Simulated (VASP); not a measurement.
Input of a VASP 6.6.1 run:

File INCAR:

```
ALGO = Normal
EDIFF = 1E-6
ENCUT = 600
GGA = CA
GGA_COMPAT = F
ISIF = 2
ISMEAR = 0
LASPH = T
LCHARG = F
LREAL = F
LWAVE = F
NBANDS = 11
NELM = 120
PREC = Accurate
SIGMA = 0.01
```

File KPOINTS:

```
k-points
0
Gamma
  10 10 10
```

POSCAR

```
Be2C
1.0
    0.0000000000      2.1341541414      2.1341541414
    2.1341541414      0.0000000000      2.1341541414
    2.1341541414      2.1341541414      0.0000000000
Be C
2 1
Direct
    0.2500000000      0.2500000000      0.2500000000
    0.7500000000      0.7500000000      0.7500000000
    0.0000000000      0.0000000000      0.0000000000
```

Potentials or basis: VASP PAW LDA potentials, release 64 (Be, C).

Launch:

```console
$ cat potpaw_LDA.64/Be/POTCAR potpaw_LDA.64/C/POTCAR > POTCAR
$ mpirun -np 1 vasp_std > vasp.out
```

Problem. Predict the band gap on the k mesh.

Solution. 1.20 eV, indirect (least direct gap 4.10 eV).

Problem. Estimate the pressure.

Solution. 0.5 GPa.

A k mesh can miss the band edges. As with any semilocal functional, this LDA gap is likely too small.
